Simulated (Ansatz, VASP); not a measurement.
# One calculation of Ag, two programs

File INCAR:

```
  ALGO = Normal
  DIPOL = 0.5 0.5 0.500
  EDIFF = 1E-6
  ENCUT = 520
  GGA = PS
  IDIPOL = 3
  ISIF = 2
  ISMEAR = 0
  LASPH = T
  LCHARG = T
  LDIPOL = T
  LELF = T
  LREAL = F
  LVACPOTAV = T
  LVHAR = T
  LWAVE = F
  NBANDS = 54
  NELM = 80
  PREC = Accurate
  SIGMA = 0.1
```

File KPOINTS:

```
k-points
0
Gamma
  12 8 1
```

The input POSCAR:

```
Ag
1.0
    2.8670626724      0.0000000000      0.0000000000
    0.0000000000      4.6907149341      0.0000000000
    0.0000000000      0.0000000000     24.1041467313
Ag
8
Direct
    0.0000000000      0.2500000000      0.3111497820
    0.0000000000      0.7500000000      0.3798225885
    0.5000000000      0.2500000000      0.4141589918
    0.5000000000      0.7500000000      0.4828317984
    0.0000000000      0.2500000000      0.5171682016
    0.0000000000      0.7500000000      0.5858410082
    0.5000000000      0.2500000000      0.6201774115
    0.5000000000      0.7500000000      0.6888502180
```

Input for Ansatz:

```yaml
crystal:
  lattice:
    - [2.8670626724, 0.0, 0.0]
    - [0.0, 4.6907149341, 0.0]
    - [0.0, 0.0, 24.1041467313]
  atoms:
    - { symbol: Ag, position: [0.0, 0.25, 0.311149782] }
    - { symbol: Ag, position: [0.0, 0.75, 0.3798225885] }
    - { symbol: Ag, position: [0.5, 0.25, 0.4141589918] }
    - { symbol: Ag, position: [0.5, 0.75, 0.4828317984] }
    - { symbol: Ag, position: [0.0, 0.25, 0.5171682016] }
    - { symbol: Ag, position: [0.0, 0.75, 0.5858410082] }
    - { symbol: Ag, position: [0.5, 0.25, 0.6201774115] }
    - { symbol: Ag, position: [0.5, 0.75, 0.688850218] }
basis:
  ecutwfc: 420
kpoints:
  mp_grid: { grid: [12, 8, 1] }
hamiltonian:
  xc: pbesol
scf:
  occupations: { method: gaussian, width: 0.1 }
output:
  forces: true
  stress: true
  eigenvalues: true
  write_density: true
  write_potential: true
  elf: true
  volumetric_format: npy
efield:
  axis: 3
  dipole_correction: true
  ramp_width: 0.04
```

Alike in both runs: task single point; functional PBEsol; k mesh 12 × 8 × 1; occupations gaussian, width 0.1 eV; no spin polarisation.

```csv
,VASP,Ansatz
version,VASP 6.6.1,Ansatz 0.2.0
potentials or method,"VASP PAW PBE potentials, release 64 (Ag), cutoff 520 eV","scalar-relativistic, plane waves, PAW"
valence electrons in the cell,88,152
```

```csv
,VASP,Ansatz,Ansatz less VASP
gap on the k mesh at the Fermi level (eV),none,none,-
rms of the force components (eV/Å),0.161,0.160,-0.0009
"work function, face that differs most (eV)",3.95,3.96,+0.005
```

VASP's potentials were made for PBE, not for PBEsol. Atom by atom the forces differ by 0.003 eV/Å (rms over components). A gap of «none» marks a metal or a gap that the smearing closes. VASP's potentials hold 88 valence electrons a cell and Ansatz's 152, so a difference there can come from the potentials and not from the codes. Ansatz's warnings: xc potential rough in thin density.
